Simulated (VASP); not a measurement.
# BaTe (P4/mmm) in VASP: notebook

Runs on BaTe. Level: LDA. Tasks: single point.

Everything below comes from runs of VASP 6.6.1. Logs are shortened: lines on timing, memory, paths and dates and some standing lists are left out, and cuts for length are marked.

## Step 1: The cell of the first run

It takes space group P4/mmm (No. 123, tetragonal). Conventional cell: a = 4.476 Å, b = 4.476 Å, c = 4.262 Å, α = 90.00°, β = 90.00°, γ = 90.00°. Ba (site symmetry 4/mmm) has 8 Te at 3.82 Å and 6 Ba at 4.26 to 4.48 Å within 5.0 Å. Te (site symmetry 4/mmm) has 8 Ba at 3.82 Å and 6 Te at 4.26 to 4.48 Å within 5.0 Å.

## Step 2: Single point, LDA (strain +0.050 along x and y, +0.000 along z)

INCAR

```
SYSTEM = BaTe
ALGO = Normal ; EDIFF = 1E-7
ENCUT = 520 ; GGA = CA
ISIF = 2 ; ISMEAR = 0
LASPH = .TRUE. ; LCHARG = .FALSE.
LREAL = .FALSE. ; LWAVE = .FALSE.
NBANDS = 15 ; NELM = 100
PREC = Accurate ; SIGMA = 0.05
```

KPOINTS

```
k-points
0
G
  6 6 6
  0 0 0
```

POSCAR

```
BaTe
1.0
    4.4755893000      0.0000000000      0.0000000000
    0.0000000000      4.4755893000      0.0000000000
    0.0000000000      0.0000000000      4.2624660000
Ba Te
1 1
Direct
    0.0000000000      0.0000000000      0.0000000000
    0.5000000000      0.5000000000      0.5000000000
```

Potentials or basis: VASP PAW LDA potentials, release 64 (Ba_sv, Te).

The run is started by

```sh
cat potpaw_LDA.64/Ba_sv/POTCAR potpaw_LDA.64/Te/POTCAR > POTCAR
mpirun -np 1 vasp_std > vasp.out
```

OUTCAR:

```text
SYSTEM = BaTe
   EDIFF = 1E-7
   ENCUT = 520
   GGA = CA
   ISIF = 2
   ISMEAR = 0
   LASPH = .TRUE.
   LREAL = .FALSE.
   NELM = 100
   PREC = Accurate

 ion  position               nearest neighbor table
   1  0.000  0.000  0.000-   2 3.82   2 3.82   2 3.82   2 3.82   2 3.82   2 3.82   2 3.82   2 3.82

   2  0.500  0.500  0.500-   1 3.82   1 3.82   1 3.82   1 3.82   1 3.82   1 3.82   1 3.82   1 3.82

  LATTYP: Found a simple tetragonal cell.
 ALAT       =     4.4755893000
 C/A-ratio  =     0.9523809524

  Lattice vectors:

 A1 = (   4.4755893000,   0.0000000000,   0.0000000000)
 A2 = (   0.0000000000,   4.4755893000,   0.0000000000)
 A3 = (   0.0000000000,   0.0000000000,   4.2624660000)

Analysis of symmetry for initial positions (statically):
=====================================================================
 Subroutine PRICEL returns:
 Original cell was already a primitive cell.

 Routine SETGRP: Setting up the symmetry group for a
 simple tetragonal supercell.

 Subroutine GETGRP returns: Found 16 space group operations
 (whereof 16 operations were pure point group operations)
 out of a pool of 16 trial point group operations.

The static configuration has the point symmetry D_4h.

Analysis of symmetry for dynamics (positions and initial velocities):
=====================================================================
 Subroutine PRICEL returns:
 Original cell was already a primitive cell.

 Routine SETGRP: Setting up the symmetry group for a
 simple tetragonal supercell.

 Subroutine GETGRP returns: Found 16 space group operations
 (whereof 16 operations were pure point group operations)
 out of a pool of 16 trial point group operations.

The dynamic configuration has the point symmetry D_4h.

 Subroutine INISYM returns: Found 16 space group operations
 (whereof 16 operations are pure point group operations),
 and found     1 'primitive' translations

----------------------------------------------------------------------------------------

                                     Primitive cell

  volume of cell :      85.3810

  direct lattice vectors                    reciprocal lattice vectors
     4.475589300  0.000000000  0.000000000     0.223434264  0.000000000  0.000000000
     0.000000000  4.475589300  0.000000000     0.000000000  0.223434264  0.000000000
     0.000000000  0.000000000  4.262466000     0.000000000  0.000000000  0.234605977

  length of vectors
     4.475589300  4.475589300  4.262466000     0.223434264  0.223434264  0.234605977

  position of ions in fractional coordinates (direct lattice)
     0.000000000  0.000000000  0.000000000
     0.500000000  0.500000000  0.500000000
[... 91 lines left out ...]
   EFERMI =   0.00;   METHOD = LEGACY
   ISMEAR =     0;   SIGMA  =   0.05  broadening in eV -4-tet -1-fermi 0-gaus
   EFERMI_NEDOS =   21; number of points for ismear=-14 and -15
   IALGO  =     38    algorithm
   IMIX   =      4    mixing-type and parameters
     AMIX     =   0.40;   BMIX     =  1.00
     AMIX_MAG =   1.60;   BMIX_MAG =  1.00
  volume/ion in A,a.u.               =      42.69       288.09
  Fermi-wavevector in a.u.,A,eV,Ry     =   0.936831  1.770353 11.941173  0.877651
  Thomas-Fermi vector in A             =   2.063880
   LORBIT       =      0    0 simple, 1 ext, 2 COOP (PROOUT), +10 PAW based schemes
   GGA     = CA    functional components
   LHFCALC =     F    Hartree Fock is set to
   AEXX    =    0.0000 exact exchange contribution
   IVDW    =     0    specifies the selected vdW correction
   LEPSILON=     F    determine dielectric tensor
   LRPA    =     F    only Hartree local field effects (RPA)
 non-spin polarized calculation
 Gauss-broadening in eV      SIGMA  =   0.05
  energy-cutoff  :      520.00
  volume of cell :       85.38
 maximum number of plane-waves:      2320
 NGX is ok and might be reduce to    36
   NGX = 17   NGY = 17   NGZ = 15

 number of electron      16.0000000 magnetization

 Free energy of the ion-electron system (eV)
  ---------------------------------------------------
  ext. energy  EPLUGINS =         0.00000000
  ---------------------------------------------------
  free energy    TOTEN  =        -9.08792912 eV

  energy without entropy =       -9.08792912  energy(sigma->0) =       -9.08792912

 E-fermi :   3.3633     XC(G=0):  -8.6667

 val. band max:        3.1479665240   @ k =   0.5000   0.5000   0.0000
 cond. band min:       3.6584732780   @ k =   0.5000   0.5000   0.0000
 fundamental gap:      0.5105067540
 Fermi energy:         3.3632673258

 k-point     1 :       0.0000    0.0000    0.0000
  band No.  band energies     occupation
      1     -25.3163      2.00000
      2     -10.3725      2.00000
      3     -10.3725      2.00000
      4     -10.3484      2.00000
      5      -7.2146      2.00000
      6       2.4237      2.00000
      7       2.4237      2.00000
      8       2.8209      2.00000
      9       3.7129      0.00000
     10       3.7605      0.00000
     11       4.6267      0.00000
     12       6.9752      0.00000
     13       7.2674      0.00000
     14       7.2674      0.00000
[... 401 lines left out ...]
      2     -10.6149      2.00000
      3     -10.6138      2.00000
      4     -10.3129      2.00000
      5      -6.7185      2.00000
      6       0.7041      2.00000
      7       1.2652      2.00000
      8       2.5473      2.00000
      9       4.3886      0.00000
     10       5.3891      0.00000
     11       5.8312      0.00000
     12       6.2880      0.00000
     13       7.4655      0.00000
     14       8.6558      0.00000
     15       9.7346      0.00000

 [... further k-points ...]

------------------------ aborting loop because EDIFF is reached ----------------------------------------

  FORCE on cell =-STRESS in cart. coord.  units (eV):
  Direction    XX          YY          ZZ          XY          YZ          ZX
  --------------------------------------------------------------------------------------
  -------------------------------------------------------------------------------------
  Total       -3.1411418     -3.1411418     -1.4734426      0.0000000      0.0000000     -0.0000000
  in kB      -58.9436117    -58.9436117    -27.6491907      0.0000000      0.0000000     -0.0000000
  external PRESSURE =     -48.5121380 kB  Pullay stress =       0.0000000 kB

 VOLUME and BASIS-vectors are now :
 -----------------------------------------------------------------------------
  energy-cutoff  :      520.00
  volume of cell :       85.38
      direct lattice vectors                 reciprocal lattice vectors
     4.475589300  0.000000000  0.000000000     0.223434264  0.000000000  0.000000000
     0.000000000  4.475589300  0.000000000     0.000000000  0.223434264  0.000000000
     0.000000000  0.000000000  4.262466000     0.000000000  0.000000000  0.234605977

 POSITION                                       TOTAL-FORCE (eV/Angst)
 -----------------------------------------------------------------------------------
      0.00000      0.00000      0.00000         0.000000      0.000000      0.000000
      2.23779      2.23779      2.13123         0.000000      0.000000      0.000000
 -----------------------------------------------------------------------------------
    total drift:                                0.000000      0.000000      0.000000

  FREE ENERGIE OF THE ION-ELECTRON SYSTEM (eV)
  ---------------------------------------------------
  free  energy   TOTEN  =        -9.0879291228 eV

  energy  without entropy=       -9.0879291228  energy(sigma->0) =       -9.08792912
```

OSZICAR:

```text
N       E                     dE             d eps       ncg     rms          rms(c)
DAV:   1     0.796341185981E+02    0.79634E+02   -0.62203E+03  1200   0.891E+02
DAV:   2    -0.416679543855E+01   -0.83801E+02   -0.78082E+02  1607   0.155E+02
DAV:   3    -0.914163535763E+01   -0.49748E+01   -0.49466E+01  1655   0.396E+01
DAV:   4    -0.928033412769E+01   -0.13870E+00   -0.13868E+00  1573   0.647E+00
DAV:   5    -0.928249754717E+01   -0.21634E-02   -0.21633E-02  1727   0.715E-01    0.330E+00
DAV:   6    -0.911240131103E+01    0.17010E+00   -0.13161E-01  1403   0.198E+00    0.203E+00
DAV:   7    -0.908867012865E+01    0.23731E-01   -0.87277E-02  1545   0.155E+00    0.740E-01
DAV:   8    -0.908836225943E+01    0.30787E-03   -0.20354E-02  1277   0.671E-01    0.193E-01
DAV:   9    -0.908810670836E+01    0.25555E-03   -0.21130E-03  1473   0.244E-01    0.927E-02
DAV:  10    -0.908793042567E+01    0.17628E-03   -0.40587E-04  1326   0.119E-01    0.217E-02
DAV:  11    -0.908793057917E+01   -0.15350E-06   -0.71281E-05  1459   0.384E-02    0.196E-02
DAV:  12    -0.908793066620E+01   -0.87034E-07   -0.49771E-06  1466   0.996E-03    0.227E-02
DAV:  13    -0.908792960093E+01    0.10653E-05   -0.47936E-06  1515   0.925E-03    0.390E-02
DAV:  14    -0.908792966463E+01   -0.63697E-07   -0.45900E-06  1256   0.127E-02    0.458E-02
DAV:  15    -0.908792927559E+01    0.38904E-06   -0.33979E-07  1340   0.403E-03    0.235E-02
DAV:  16    -0.908792912468E+01    0.15091E-06   -0.50624E-07  1305   0.417E-03    0.245E-03
DAV:  17    -0.908792912279E+01    0.18870E-08   -0.35657E-08   698   0.114E-03
   1 F= -.90879291E+01 E0= -.90879291E+01  d E =-.115705E-11
```

It took 25 s on 1 thread of Intel Xeon Platinum 8488C (Sapphire Rapids), shared host; peak memory 0.2 GiB.

Results:

```yaml
Free_energy: -9.0879 eV
Pressure: -4.9 GPa
Band_gap_on_the_k_mesh: 0.51 eV, direct
```

Caveat: the cell differs from its parent crystal (strain +0.050 along x and y, +0.000 along z); spin-orbit coupling is left out, which moves the levels of the heavy elements.

## Step 3: Single point, LDA (strain +0.025 along x and y, +0.050 along z)

INCAR

```
PREC = Accurate
ENCUT = 520
EDIFF = 1E-6
ISMEAR = 0
SIGMA = 0.05
LREAL = F
LASPH = T
NELM = 100
ALGO = Normal
ISIF = 2
LWAVE = F
LCHARG = F
NBANDS = 15
```

KPOINTS

```
Automatic mesh
0
Gamma
  6 6 6
```

POSCAR

```
BaTe
1.0
    4.3690276500      0.0000000000      0.0000000000
    0.0000000000      4.3690276500      0.0000000000
    0.0000000000      0.0000000000      4.4755893000
Ba Te
1 1
Direct
    0.0000000000      0.0000000000      0.0000000000
    0.5000000000      0.5000000000      0.5000000000
```

Potentials or basis: VASP PAW LDA potentials, release 64 (Ba_sv, Te).

The run is started by

```sh
cat potpaw_LDA.64/Ba_sv/POTCAR potpaw_LDA.64/Te/POTCAR > POTCAR
mpirun -np 1 vasp_std > vasp.out
```

OUTCAR:

```text
PREC = Accurate
   ENCUT = 520
   EDIFF = 1E-6
   ISMEAR = 0
   LREAL = F
   LASPH = T
   NELM = 100
   ISIF = 2

 ion  position               nearest neighbor table
   1  0.000  0.000  0.000-   2 3.81   2 3.81   2 3.81   2 3.81   2 3.81   2 3.81   2 3.81   2 3.81

   2  0.500  0.500  0.500-   1 3.81   1 3.81   1 3.81   1 3.81   1 3.81   1 3.81   1 3.81   1 3.81

  LATTYP: Found a simple tetragonal cell.
 ALAT       =     4.3690276500
 C/A-ratio  =     1.0243902439
[... 619 lines left out ...]

 [... further k-points ...]

------------------------ aborting loop because EDIFF is reached ----------------------------------------

  FORCE on cell =-STRESS in cart. coord.  units (eV):
  Direction    XX          YY          ZZ          XY          YZ          ZX
  --------------------------------------------------------------------------------------
  -------------------------------------------------------------------------------------
  Total       -2.3152812     -2.3152812     -3.1301861      0.0000000      0.0000000     -0.0000000
  in kB      -43.4204690    -43.4204690    -58.7030852      0.0000000      0.0000000     -0.0000000
  external PRESSURE =     -48.5146744 kB  Pullay stress =       0.0000000 kB

 VOLUME and BASIS-vectors are now :
 -----------------------------------------------------------------------------
  energy-cutoff  :      520.00
  volume of cell :       85.43
      direct lattice vectors                 reciprocal lattice vectors
     4.369027650  0.000000000  0.000000000     0.228883880  0.000000000  0.000000000
     0.000000000  4.369027650  0.000000000     0.000000000  0.228883880  0.000000000
     0.000000000  0.000000000  4.475589300     0.000000000  0.000000000  0.223434264

 POSITION                                       TOTAL-FORCE (eV/Angst)
 -----------------------------------------------------------------------------------
      0.00000      0.00000      0.00000         0.000000      0.000000      0.000000
      2.18451      2.18451      2.23779         0.000000      0.000000      0.000000
 -----------------------------------------------------------------------------------
    total drift:                                0.000000      0.000000     -0.000000

  FREE ENERGIE OF THE ION-ELECTRON SYSTEM (eV)
  ---------------------------------------------------
  free  energy   TOTEN  =        -9.1068756213 eV

  energy  without entropy=       -9.1068756213  energy(sigma->0) =       -9.10687562
```

stdout:

```text
POSCAR found type information on POSCAR BaTe
 POSCAR found :  2 types and       2 ions
 scaLAPACK will be used
 LDA part: xc-table for (Slater(with rela. corr.)+CA(PZ))
 , standard interpolation
 POSCAR, INCAR and KPOINTS ok, starting setup
 FFT: planning ... GRIDC
 FFT: planning ... GRID_SOFT
 FFT: planning ... GRID
 WAVECAR not read
 entering main loop
```

It took 22 s on 1 thread of Intel Xeon Platinum 8488C (Sapphire Rapids), shared host; peak memory 0.19 GiB.

Results:

```yaml
Free_energy: -9.1069 eV
Pressure: -4.9 GPa
Band_gap_on_the_k_mesh: 0.79 eV, indirect (least direct gap 0.82 eV)
```

Caveat: the cell differs from its parent crystal (strain +0.025 along x and y, +0.050 along z); spin-orbit coupling is left out, which moves the levels of the heavy elements. A k mesh can miss the band edges.

## Step 4: Single point, LDA (strain +0.050 along x and y, +0.025 along z)

INCAR

```
PREC     = Accurate       # precision mode
ENCUT    = 520            # plane-wave cutoff, eV
EDIFF    = 1E-6           # SCF threshold, eV
ISMEAR   = 0              # smearing method
SIGMA    = 0.05           # smearing width, eV
LREAL    = False          # projectors in reciprocal space
LASPH    = True           # aspherical terms in the spheres
NELM     = 60             # most SCF steps
ALGO     = Normal         # electronic algorithm
ISIF     = 2              # what is computed and relaxed
LWAVE    = False          # write WAVECAR
LCHARG   = False          # write CHGCAR
NBANDS   = 15             # bands
```

KPOINTS

```
regular mesh
0
Gamma
  6 6 6
```

POSCAR

```
BaTe
1.0
    4.4755893000      0.0000000000      0.0000000000
    0.0000000000      4.4755893000      0.0000000000
    0.0000000000      0.0000000000      4.3690276500
Ba Te
1 1
Direct
    0.0000000000      0.0000000000      0.0000000000
    0.5000000000      0.5000000000      0.5000000000
```

The run is started by

```sh
cat potpaw_LDA.64/Ba_sv/POTCAR potpaw_LDA.64/Te/POTCAR > POTCAR
mpirun -np 1 vasp_std > vasp.out
```

Run time: 20 s. Hardware: 1 thread of Intel Xeon Platinum 8488C (Sapphire Rapids), shared host; peak memory 0.19 GiB.

The run converged. Its results:

```yaml
Free_energy: -9.0412 eV
Pressure: -5.2 GPa
Band_gap_on_the_k_mesh: 0.74 eV, direct
```

Stress tensor (GPa, compression positive):
```
-5.70  0.00  0.00
 0.00 -5.70  0.00
 0.00  0.00 -4.20
```

Levels at points of the mesh, in eV from the valence-band top:
```
           k point  band 5  band 6  band 7  band 8  band 9  band 10  band 11  band 12
(0.00, 0.00, 0.00)  -10.17   -0.53   -0.53   -0.34    0.78     0.80     1.46     4.00
(0.50, 0.00, 0.00)   -9.70   -3.11   -0.91   -0.68    1.41     4.12     4.16     4.43
(0.50, 0.50, 0.00)   -9.77   -1.95   -1.95    0.00    0.74     2.31     2.83     2.83
(0.00, 0.00, 0.50)   -9.67   -3.09   -0.87   -0.87    1.51     4.11     4.35     4.36
(0.50, 0.00, 0.50)   -9.72   -1.97   -1.91   -0.16    0.86     2.10     2.60     2.71
(0.50, 0.50, 0.50)   -9.48   -2.56   -2.55   -2.55    4.14     4.14     4.20     5.33
```

Caveat: the cell differs from its parent crystal (strain +0.050 along x and y, +0.025 along z); spin-orbit coupling is left out, which moves the levels of the heavy elements. A k mesh can miss the band edges.

## Step 5: The runs side by side

```csv
cell,gap on the mesh (eV),pressure (GPa)
"a = 4.476, b = 4.476, c = 4.262 Å, 2 atoms",0.51,-4.9
"a = 4.369, b = 4.369, c = 4.476 Å, 2 atoms",0.79,-4.9
"a = 4.476, b = 4.476, c = 4.369 Å, 2 atoms",0.74,-5.2
```

Alike in all rows: task single point; level LDA; potentials or basis VASP PAW LDA potentials, release 64 (Ba_sv, Te); no spin polarisation; k mesh 6 × 6 × 6; cutoff (eV) 520; smearing gaussian 0.05 eV.

Caveats: spin-orbit coupling is left out, which moves the levels of the heavy elements.

Absolute energies hang on the potentials; compare differences alone.
